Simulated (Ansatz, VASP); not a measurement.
**One calculation of Cs2AgBiBr6, two programs**

```
Cs Ag Bi Br
1.0
     0.00000    5.68401    5.68401
     5.68401    0.00000    5.68401
     5.68401    5.68401    0.00000
Cs Ag Bi Br
2 1 1 6
Direct
  0.25000 0.25000 0.25000
  0.75000 0.75000 0.75000
  0.50000 0.50000 0.50000
  0.00000 0.00000 0.00000
  0.25131 0.74869 0.25131
  0.25131 0.74869 0.74869
  0.74869 0.25131 0.74869
  0.74869 0.25131 0.25131
  0.25131 0.25131 0.74869
  0.74869 0.74869 0.25131
```

Alike in both runs: task single point; functional PBE; k mesh 4 × 4 × 4; no spin polarisation.

|  | VASP | Ansatz |
| --- | --- | --- |
| version | VASP 6.6.1 | Ansatz 0.2.0 |
| potentials or method | VASP PAW PBE potentials, release 64 (Cs_sv, Ag, Bi_d, Br) | plane waves, PAW |
| plane-wave cutoff (eV) | 520 | 420 |
| occupations | gaussian, width 0.01 eV | fixed |
| valence electrons in the cell | 86 | 94 |

Ansatz gave:

```
gap on the k mesh at the Fermi level (eV) : 1.29
pressure (GPa)                            : 0.7
rms of the force components (eV/Å)        : 0.041
```

Problem. Estimate VASP's values.

Solution. gap on the k mesh at the Fermi level (eV): 1.30; pressure (GPa): 0.7; rms of the force components (eV/Å): 0.042.

Atom by atom the forces differ by 0.002 eV/Å (rms over components). VASP's potentials hold 86 valence electrons a cell and Ansatz's 94, so a difference there can come from the potentials and not from the codes.

Spin-orbit coupling is off throughout.
